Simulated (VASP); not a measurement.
# Ga3Sb (I4/mmm) in VASP: notebook, part 2 of 2

VASP 6.6.1. Earlier steps stand in the parts before.

## (3) Relaxation of shape and atoms at fixed volume, PBE+D3(BJ) (22.12 Å³/atom)

This run uses another cell than the first one, of 22.12 Å³/atom.

File INCAR:

```
SYSTEM = Ga3Sb
ALGO     = Fast           ! electronic algorithm
EDIFF    = 1E-7           ! SCF threshold, eV
EDIFFG   = -0.01          ! ionic threshold
ENCUT    = 600            ! plane-wave cutoff, eV
GGA      = PE             ! functional
IBRION   = 2              ! ionic algorithm
ISIF     = 4              ! what is computed and relaxed
ISMEAR   = 0              ! smearing method
IVDW     = 12             ! dispersion correction
LASPH    = .True.         ! aspherical terms in the spheres
LCHARG   = .False.        ! write CHGCAR
LREAL    = .False.        ! projectors in reciprocal space
LWAVE    = .False.        ! write WAVECAR
NELM     = 80             ! most SCF steps
NSW      = 50             ! ionic steps
PREC     = Accurate       ! precision mode
SIGMA    = 0.1            ! smearing width, eV
```

File KPOINTS:

```
k-points
0
Gamma
  14 14 14
  0 0 0
```

File POSCAR:

```
Ga3Sb
1.0
   -2.2905085777      2.2905085777      4.2162854045
    2.2905085777     -2.2905085777      4.2162854045
    2.2905085777      2.2905085777     -4.2162854045
Ga Sb
3 1
Direct
    0.7500000000      0.2500000000      0.5000000000
    0.2500000000      0.7500000000      0.5000000000
    0.5000000000      0.5000000000      0.0000000000
    0.0000000000      0.0000000000      0.0000000000
```

Potentials or basis: VASP PAW PBE potentials, release 64 (Ga_d, Sb).

The run is started by

```
cat potpaw_PBE.64/Ga_d/POTCAR potpaw_PBE.64/Sb/POTCAR > POTCAR
mpirun -np 1 vasp_std > vasp.out
```

OUTCAR:

```text
SYSTEM = Ga3Sb
   EDIFF = 1E-7
   EDIFFG = -0.01
   ENCUT = 600
   GGA = PE
   IBRION = 2
   ISIF = 4
   ISMEAR = 0
   IVDW = 12
   LASPH = .True.
   LREAL = .False.
   NELM = 80
   NSW = 50
   PREC = Accurate
 IVDW          = 12

 ion  position               nearest neighbor table
   1  0.750  0.250  0.500-   4 3.11   4 3.11   4 3.11   4 3.11
   2  0.250  0.750  0.500-   4 3.11   4 3.11   4 3.11   4 3.11
   3  0.500  0.500  0.000-   4 3.24   4 3.24   4 3.24   4 3.24
   4  0.000  0.000  0.000-   1 3.11   2 3.11   1 3.11   2 3.11   1 3.11   2 3.11   1 3.11   2 3.11
                             3 3.24   3 3.24   3 3.24   3 3.24

  LATTYP: Found a body centered tetragonal cell.
 ALAT       =     4.5810171554
 C/A-ratio  =     1.8407638572

  Lattice vectors:

 A1 = (  -2.2905085777,   2.2905085777,   4.2162854045)
 A2 = (   2.2905085777,  -2.2905085777,   4.2162854045)
 A3 = (   2.2905085777,   2.2905085777,  -4.2162854045)

Analysis of symmetry for initial positions (statically):
=====================================================================
 Subroutine PRICEL returns:
 Original cell was already a primitive cell.

 Routine SETGRP: Setting up the symmetry group for a
 body centered tetragonal supercell.

 Subroutine GETGRP returns: Found 16 space group operations
 (whereof 16 operations were pure point group operations)
 out of a pool of 16 trial point group operations.

The static configuration has the point symmetry D_4h.

Analysis of symmetry for dynamics (positions and initial velocities):
=====================================================================
 Subroutine PRICEL returns:
 Original cell was already a primitive cell.

 Routine SETGRP: Setting up the symmetry group for a
 body centered tetragonal supercell.

 Subroutine GETGRP returns: Found 16 space group operations
 (whereof 16 operations were pure point group operations)
 out of a pool of 16 trial point group operations.

The dynamic configuration has the point symmetry D_4h.

 Subroutine INISYM returns: Found 16 space group operations
 (whereof 16 operations are pure point group operations),
 and found     1 'primitive' translations

----------------------------------------------------------------------------------------

                                     Primitive cell

  volume of cell :      88.4818

  direct lattice vectors                    reciprocal lattice vectors
    -2.290508578  2.290508578  4.216285404     0.000000000  0.218292132  0.118587798
     2.290508578 -2.290508578  4.216285404     0.218292132  0.000000000  0.118587798
     2.290508578  2.290508578 -4.216285404     0.218292132  0.218292132  0.000000000

  length of vectors
     5.316946652  5.316946652  5.316946652     0.248424074  0.248424074  0.308711693

  position of ions in fractional coordinates (direct lattice)
     0.750000000  0.250000000  0.500000000
     0.250000000  0.750000000  0.500000000
     0.500000000  0.500000000  0.000000000
     0.000000000  0.000000000  0.000000000

  ion indices of the primitive-cell ions
   primitive index   ion index
                 1           1
                 2           2
                 3           3
                 4           4

[... 30 lines left out ...]
  0.142857  0.000000 -0.000000      8.000000
  0.214286  0.000000 -0.000000      8.000000
  0.285714  0.000000  0.000000      8.000000
  0.357143  0.000000  0.000000      8.000000
[... 16 lines left out ...]
  0.214286  0.142857 -0.000000     16.000000
  0.285714  0.142857 -0.000000     16.000000
 [... further k-points ...]
   k-points           NKPTS =    244   k-points in BZ     NKDIM =    244   number of bands    NBANDS=     26
   number of dos      NEDOS =    301   number of ions     NIONS =      4
   total plane-waves  NPLWV =  74088
   dimension x,y,z NGX =    42 NGY =   42 NGZ =   42
   dimension x,y,z NGXF=    84 NGYF=   84 NGZF=   84
   ions per type =               3   1
   NGX,Y,Z   is equivalent  to a cutoff of  13.13, 13.13, 13.13 a.u.
   NGXF,Y,Z  is equivalent  to a cutoff of  26.26, 26.26, 26.26 a.u.
 SYSTEM =  Ga3Sb
   PREC   = accura    normal or accurate (medium, high low for compatibility)
   ISTART =      0    job   : 0-new  1-cont  2-samecut
   ICHARG =      2    charge: 1-file 2-atom 10-const
   ISPIN  =      1    spin polarized calculation?
   LNONCOLLINEAR =      F non collinear calculations
   LSORBIT =      F    spin-orbit coupling
   LASPH  =      T    aspherical Exc in radial PAW
   ENCUT  =  600.0 eV  44.10 Ry    6.64 a.u.  10.62 10.62 10.62*2*pi/ulx,y,z
   NELM   =     80;   NELMIN=  2; NELMDL= -5     # of ELM steps
   EDIFF  = 0.1E-06   stopping-criterion for ELM
   LREAL  =      F    real-space projection
   EDIFFG = -.1E-01   stopping-criterion for IOM
   NSW    =     50    number of steps for IOM
   IBRION =      2    ionic relax: 0-MD 1-quasi-New 2-CG
   NFREE  =      1    steps in history (QN), initial steepest desc. (CG)
   ISIF   =      4    stress and relaxation
   ISYM   =      2    0-nonsym 1-usesym 2-fastsym
   POTIM  = 0.5000    time-step for ionic-motion
   TEBEG  =    0.0;   TEEND  =   0.0 temperature during run
   PSTRESS=    0.0 pullay stress
   NELECT =      44.0000    total number of electrons
   NUPDOWN=      -1.0000    fix difference up-down
   EMIN   =  10.00;   EMAX   =-10.00  energy-range for DOS
   EFERMI =   0.00;   METHOD = LEGACY
   ISMEAR =     0;   SIGMA  =   0.10  broadening in eV -4-tet -1-fermi 0-gaus
   EFERMI_NEDOS =   21; number of points for ismear=-14 and -15
   IALGO  =     68    algorithm
   IMIX   =      4    mixing-type and parameters
     AMIX     =   0.40;   BMIX     =  1.00
     AMIX_MAG =   1.60;   BMIX_MAG =  1.00
  volume/ion in A,a.u.               =      22.12       149.28
  Fermi-wavevector in a.u.,A,eV,Ry     =   1.297003  2.450981 22.887963  1.682218
  Thomas-Fermi vector in A             =   2.428424
   LORBIT       =      0    0 simple, 1 ext, 2 COOP (PROOUT), +10 PAW based schemes
   GGA     = PE    functional components
   LHFCALC =     F    Hartree Fock is set to
   AEXX    =    0.0000 exact exchange contribution
   IVDW    =    12    specifies the selected vdW correction
   LEPSILON=     F    determine dielectric tensor
   LRPA    =     F    only Hartree local field effects (RPA)
 conjugate gradient relaxation of ions
 non-spin polarized calculation
 RMM-DIIS sequential band-by-band and
 Gauss-broadening in eV      SIGMA  =   0.10
  energy-cutoff  :      600.00
  volume of cell :       88.48
 maximum number of plane-waves:      2974
   NGX = 21   NGY = 21   NGZ = 21

 number of electron      43.9999993 magnetization

 Free energy of the ion-electron system (eV)
  ---------------------------------------------------
  ext. energy  EPLUGINS =         0.00000000
  ---------------------------------------------------
  free energy    TOTEN  =       -12.59184379 eV

  energy without entropy =      -12.58612487  energy(sigma->0) =      -12.58898433

 E-fermi :   6.0021     XC(G=0): -10.4800

 val. band max:        5.9968620060   @ k =  -0.0714   0.5000   0.0714
 cond. band min:       6.0079227162   @ k =  -0.2857   0.3571   0.2857
 fundamental gap:      0.0110607102
 Fermi energy:         6.0021369364

 k-point     1 :       0.0000    0.0000    0.0000
  band No.  band energies     occupation
      1      -8.9537      2.00000
      2      -8.9263      2.00000
      3      -8.9036      2.00000
      4      -8.9027      2.00000
      5      -8.9027      2.00000
      6      -8.8817      2.00000
[... 685 lines left out ...]
     25       8.1781      0.00000
     26       9.2857      0.00000

 [... further k-points ...]

------------------------ aborting loop because EDIFF is reached ----------------------------------------

 Edisp (eV)   -1.34495

 E8    (eV) :    -0.6243

  FORCE on cell =-STRESS in cart. coord.  units (eV):
  Direction    XX          YY          ZZ          XY          YZ          ZX
  --------------------------------------------------------------------------------------
  -------------------------------------------------------------------------------------
  Total      -1.48766    -1.48766    -1.43654     0.00000     0.00000     0.00000
  in kB     -26.93764   -26.93764   -26.01212     0.00000     0.00000     0.00000
  external pressure =      -26.63 kB  Pullay stress =        0.00 kB

 VOLUME and BASIS-vectors are now :
 -----------------------------------------------------------------------------
  energy-cutoff  :      600.00
  volume of cell :       88.48
      direct lattice vectors                 reciprocal lattice vectors
    -2.290508578  2.290508578  4.216285404     0.000000000  0.218292132  0.118587798
     2.290508578 -2.290508578  4.216285404     0.218292132  0.000000000  0.118587798
     2.290508578  2.290508578 -4.216285404     0.218292132  0.218292132  0.000000000

 POSITION                                       TOTAL-FORCE (eV/Angst)
 -----------------------------------------------------------------------------------
      0.00000      2.29051      2.10814        -0.000000     -0.000000     -0.000000
      2.29051      0.00000      2.10814         0.000000      0.000000     -0.000000
      0.00000      0.00000      4.21629         0.000000      0.000000      0.000000
      0.00000      0.00000      0.00000         0.000000      0.000000      0.000000
 -----------------------------------------------------------------------------------
    total drift:                               -0.000000      0.000000      0.000000

  FREE ENERGIE OF THE ION-ELECTRON SYSTEM (eV)
  ---------------------------------------------------
  free  energy   TOTEN  =       -13.9367952312 eV

  energy  without entropy=      -13.9310763136  energy(sigma->0) =      -13.93393577

 reached required accuracy - stopping structural energy minimisation
```

Run time: 19 min. Hardware: 1 thread of Oxide Virtual Turin-like, shared host; peak memory 0.69 GiB.

Results:

```yaml
Free_energy: -13.9368 eV
Pressure_after_relaxing: -2.7 GPa
Band_gap_on_the_k_mesh: zero (bands 22 and 23 overlap by 4.31 eV)
Dispersion_energy_per_atom: -0.336 eV
```

Final structure:
```
CELL_PARAMETERS angstrom
-2.29051 2.29051 4.21629
2.29051 -2.29051 4.21629
2.29051 2.29051 -4.21629
ATOMIC_POSITIONS crystal
Ga 0.75000 0.25000 0.50000
Ga 0.25000 0.75000 0.50000
Ga 0.50000 0.50000 0.00000
Sb 0.00000 0.00000 0.00000
```

Caveat: the relaxation stopped at its first step, so nothing moved; spin-orbit coupling is left out, which moves the levels of the heavy elements.
